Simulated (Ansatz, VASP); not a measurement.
**One calculation of Ba, two programs**

```
Ba
1.0
    -2.51250    2.51250    2.51250
     2.51250   -2.51250    2.51250
     2.51250    2.51250   -2.51250
Ba
1
Direct
  0.00000 0.00000 0.00000
```

Alike in both runs: functional PBE; k mesh 12 × 12 × 12; occupations fermi-dirac, width 0.05 eV; non-collinear spin, spin-orbit coupling.

Ansatz relaxed the structure, and its values are those at the end. VASP's run is a single point on that final structure, the one shown.

|  | VASP | Ansatz |
| --- | --- | --- |
| version | VASP 6.6.1 | Ansatz 0.2.0 |
| potentials or method | VASP PAW PBE potentials, release 64 (Ba_sv), cutoff 520 eV | all-electron LAPW |

|  | VASP | Ansatz | Ansatz less VASP |
| --- | --- | --- | --- |
| pressure (GPa) | 0.0 | 0.0 | -0.03 |

Ansatz ran all-electron here, and VASP with PAW potentials.
